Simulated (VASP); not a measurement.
# Sc (P6_3/mmc) in VASP: further runs, part 2 of 2

VASP 6.6.1. Earlier steps stand in the parts before.

### 3 Density of states, PBEsol (volume scaled by 0.78)

Contents of POSCAR:

```
Sc
1.0
    3.0232127853      0.0000000000      0.0000000000
   -1.5116063926      2.6181790731      0.0000000000
    0.0000000000      0.0000000000      4.6759656413
Sc
2
Direct
    0.3333333333      0.6666666667      0.2500000000
    0.6666666667      0.3333333333      0.7500000000
```

Contents of INCAR.step1:

```
SYSTEM = Sc
PREC = Accurate ; ENCUT = 520
EDIFF = 1E-6 ; ISMEAR = -1
SIGMA = 0.1 ; LREAL = .False.
LASPH = .True. ; NELM = 100
ALGO = Normal ; ISIF = 2
LWAVE = .False. ; LCHARG = .True.
LMAXMIX = 4 ; GGA = PS
NBANDS = 18
```

Contents of KPOINTS.step1:

```
regular mesh
0
Gamma
  15 15 8
  0 0 0
```

Contents of INCAR.step2:

```
SYSTEM = Sc
PREC = Accurate ; ENCUT = 520
EDIFF = 1E-6 ; ISMEAR = -5
SIGMA = 0.1 ; LREAL = .False.
LASPH = .True. ; NELM = 100
ALGO = Normal ; ISIF = 2
LWAVE = .False. ; LCHARG = .False.
LMAXMIX = 4 ; GGA = PS
LORBIT = 11 ; NEDOS = 1001
ICHARG = 11
```

Contents of KPOINTS.step2:

```
regular mesh
0
Gamma
  23 23 12
  0 0 0
```

Potentials or basis: VASP PAW PBE potentials, release 64 (Sc_sv).

The run is started by

```bash
$ cat potpaw_PBE.64/Sc_sv/POTCAR > POTCAR
$ cp INCAR.step1 INCAR
$ cp KPOINTS.step1 KPOINTS
$ mpirun -np 1 vasp_std > vasp.out
$ cp INCAR.step2 INCAR
$ cp KPOINTS.step2 KPOINTS
$ mpirun -np 1 vasp_std > vasp.out
```

OUTCAR:

```text
SYSTEM = Sc
   PREC = Accurate
   ENCUT = 520
   EDIFF = 1E-6
   ISMEAR = -5
   LREAL = .False.
   LASPH = .True.
   NELM = 100
   ISIF = 2
   GGA = PS
   LORBIT = 11
   ICHARG = 11

 ion  position               nearest neighbor table
   1  0.333  0.667  0.250-   2 2.92   2 2.92   2 2.92   2 2.92   2 2.92   2 2.92
   2  0.667  0.333  0.750-   1 2.92   1 2.92   1 2.92   1 2.92   1 2.92   1 2.92

  LATTYP: Found a hexagonal cell.
 ALAT       =     3.0232127853
 C/A-ratio  =     1.5466875716

  Lattice vectors:

 A1 = (   3.0232127853,   0.0000000000,   0.0000000000)
 A2 = (  -1.5116063926,   2.6181790731,   0.0000000000)
 A3 = (   0.0000000000,   0.0000000000,   4.6759656413)

Analysis of symmetry for initial positions (statically):
=====================================================================
 Subroutine PRICEL returns:
 Original cell was already a primitive cell.

 Routine SETGRP: Setting up the symmetry group for a
 hexagonal supercell.

 Subroutine GETGRP returns: Found 24 space group operations
 (whereof 12 operations were pure point group operations)
 out of a pool of 24 trial point group operations.

The static configuration has the point symmetry D_3d.
 The point group associated with its full space group is D_6h.

Analysis of symmetry for dynamics (positions and initial velocities):
=====================================================================
 Subroutine PRICEL returns:
 Original cell was already a primitive cell.

 Routine SETGRP: Setting up the symmetry group for a
 hexagonal supercell.

 Subroutine GETGRP returns: Found 24 space group operations
 (whereof 12 operations were pure point group operations)
 out of a pool of 24 trial point group operations.

The dynamic configuration has the point symmetry D_3d.
 The point group associated with its full space group is D_6h.

 Subroutine INISYM returns: Found 24 space group operations
 (whereof 12 operations are pure point group operations),
 and found     1 'primitive' translations

[... 138 lines left out ...]
  ext. energy  EPLUGINS =         0.00000000
  ---------------------------------------------------
  free energy    TOTEN  =       -12.64437761 eV

  energy without entropy =      -12.64437761  energy(sigma->0) =      -12.64437761

 E-fermi :   5.4248     XC(G=0): -11.2320

 val. band max:        5.4365745913   @ k =   0.4783   0.0435   0.0000
 cond. band min:       5.4064945149   @ k =   0.2174   0.2174   0.3333
 fundamental gap:     -0.0300800765
 Fermi energy:         5.4247707838

 k-point     1 :       0.0000    0.0000    0.0000
  band No.  band energies     occupation
      1     -43.1180      2.00000
      2     -42.8786      2.00000
      3     -22.3993      2.00000
      4     -21.5060      2.00000
      5     -21.5060      2.00000
      6     -21.3422      2.00000
      7     -21.3422      2.00000
      8     -21.2819      2.00000
      9      -0.1082      2.00000
     10       3.3245      2.00000
     11       7.0595      0.00000
     12       7.3059      0.00000
     13       7.3059      0.00000
     14       7.7555      0.00000
[... 401 lines left out ...]
      2     -42.8681      2.00000
      3     -22.3257      2.00000
      4     -21.6357      2.00000
      5     -21.5784      2.00000
      6     -21.4673      2.00000
      7     -21.3652      2.00000
      8     -21.3172      2.00000
      9       0.5243      2.00000
     10       3.8178      2.00000
     11       6.2156      0.00000
     12       6.4335      0.00000
     13       7.6160      0.00000
     14       7.7966      0.00000
     15       7.8379      0.00000

 [... further k-points ...]

------------------------ aborting loop because EDIFF is reached ----------------------------------------

  FORCE on cell =-STRESS in cart. coord.  units (eV):
  Direction    XX          YY          ZZ          XY          YZ          ZX
  --------------------------------------------------------------------------------------
  -------------------------------------------------------------------------------------
  Total        4.8214381      4.8214381      4.4916155      0.0000000      0.0000000      0.0000000
  in kB      208.7121863    208.7121863    194.4347029      0.0000000      0.0000000      0.0000000
  external PRESSURE =     203.9530252 kB  Pullay stress =       0.0000000 kB

 VOLUME and BASIS-vectors are now :
 -----------------------------------------------------------------------------
  energy-cutoff  :      520.00
  volume of cell :       37.01
      direct lattice vectors                 reciprocal lattice vectors
     3.023212785  0.000000000  0.000000000     0.330773939  0.190972422  0.000000000
    -1.511606393  2.618179073  0.000000000     0.000000000  0.381944845  0.000000000
     0.000000000  0.000000000  4.675965641     0.000000000  0.000000000  0.213859570

 POSITION                                       TOTAL-FORCE (eV/Angst)
 -----------------------------------------------------------------------------------
     -0.00000      1.74545      1.16899        -0.000000      0.000000      0.000000
      1.51161      0.87273      3.50697         0.000000      0.000000      0.000000
 -----------------------------------------------------------------------------------
    total drift:                                0.000000     -0.000000      0.000000

  FREE ENERGIE OF THE ION-ELECTRON SYSTEM (eV)
  ---------------------------------------------------
  free  energy   TOTEN  =       -12.6443776051 eV

  energy  without entropy=      -12.6443776051  energy(sigma->0) =      -12.64437761

 total charge

# of ion       s       p       d       tot
------------------------------------------
    1        2.342   6.146   1.258   9.746
    2        2.342   6.146   1.258   9.746
--------------------------------------------------
tot          4.684  12.292   2.515  19.491
```

OSZICAR.step1:

```text
N       E                     dE             d eps       ncg     rms          rms(c)
DAV:   1     0.337718612857E+03    0.33772E+03   -0.11218E+04  4884   0.139E+03
DAV:   2     0.414569011328E+01   -0.33357E+03   -0.32786E+03  5532   0.553E+02
DAV:   3    -0.134730857688E+02   -0.17619E+02   -0.16930E+02  7896   0.154E+02
DAV:   4    -0.137789738226E+02   -0.30589E+00   -0.30425E+00  7312   0.193E+01
DAV:   5    -0.137818177100E+02   -0.28439E-02   -0.28420E-02  8256   0.191E+00    0.113E+01
DAV:   6    -0.128549514069E+02    0.92687E+00   -0.18571E+00  6342   0.167E+01    0.394E+00
DAV:   7    -0.127069170514E+02    0.14803E+00   -0.55492E-01  6482   0.848E+00    0.657E-01
DAV:   8    -0.126971704782E+02    0.97466E-02   -0.15859E-02  5930   0.158E+00    0.174E-01
DAV:   9    -0.126968830585E+02    0.28742E-03   -0.17472E-03  7262   0.477E-01    0.146E-02
DAV:  10    -0.126968856323E+02   -0.25737E-05   -0.33435E-05  7574   0.810E-02    0.544E-03
DAV:  11    -0.126968836543E+02    0.19780E-05   -0.47958E-07  3424   0.831E-03    0.913E-04
DAV:  12    -0.126968837634E+02   -0.10907E-06   -0.87495E-08  3122   0.627E-03
   1 F= -.12696884E+02 E0= -.12647363E+02  d E =-.990414E-01
```

It took 2.4 min on 1 thread of Intel Xeon 6975P-C, shared host; peak memory 0.3 GiB.

What came out:

* Valence electrons inside the program's atomic spheres: Sc 9.75

Caveat: the cell differs from its parent crystal (volume scaled by 0.78); the PAW data sets were made with another functional, which shifts forces and pressure a little; tetrahedron occupations give inexact forces and stress in metals.

### 4 Density of states, PBEsol

This run uses another cell than the first one, of 23.73 Å³/atom, 1.724 times its volume.

Contents of POSCAR:

```
Sc
1.0
    3.2760790572      0.0000000000      0.0000000000
   -1.6380395286      2.8371676883      0.0000000000
    0.0000000000      0.0000000000      5.1051133920
Sc
2
Direct
    0.3333333333      0.6666666667      0.2500000000
    0.6666666667      0.3333333333      0.7500000000
```

Contents of INCAR.step1:

```
ALGO = Normal
EDIFF = 1E-7
ENCUT = 520
GGA = PS
ISIF = 2
ISMEAR = -1
LASPH = T
LCHARG = T
LMAXMIX = 4
LREAL = F
LWAVE = F
NBANDS = 18
NELM = 60
PREC = Accurate
SIGMA = 0.1
```

Contents of KPOINTS.step1:

```
k-points
0
Gamma
  15 15 8
```

Contents of INCAR.step2:

```
ALGO = Normal
EDIFF = 1E-7
ENCUT = 520
GGA = PS
ICHARG = 11
ISIF = 2
ISMEAR = -5
LASPH = T
LCHARG = F
LMAXMIX = 4
LORBIT = 11
LREAL = F
LWAVE = F
NBANDS = 18
NEDOS = 1001
NELM = 60
PREC = Accurate
SIGMA = 0.1
```

Contents of KPOINTS.step2:

```
k-points
0
Gamma
  23 23 12
```

The run is started by

```bash
$ cat potpaw_PBE.64/Sc_sv/POTCAR > POTCAR
$ cp INCAR.step1 INCAR
$ cp KPOINTS.step1 KPOINTS
$ mpirun -np 1 vasp_std > vasp.out
$ cp INCAR.step2 INCAR
$ cp KPOINTS.step2 KPOINTS
$ mpirun -np 1 vasp_std > vasp.out
```

Wall time 3.2 min (1 thread of Intel Xeon 6975P-C, shared host); peak memory 0.38 GiB.

The run converged. Its results:

| Item | Value |
| --- | --- |
| Valence electrons inside the program's atomic spheres | Sc 9.42 |

Levels at points of the mesh, in eV from the Fermi level:
```csv
k point,band 8,band 9,band 10,band 11,band 12,band 13,band 14,band 15
"(0.00, 0.00, 0.00)",-27.57,-5.21,-1.70,0.70,1.63,1.63,1.90,2.11
"(0.00, 0.00, 0.50)",-27.63,-3.62,-3.62,0.99,0.99,1.54,1.54,1.54
```

Caveat: the PAW data sets were made with another functional, which shifts forces and pressure a little; tetrahedron occupations give inexact forces and stress in metals.
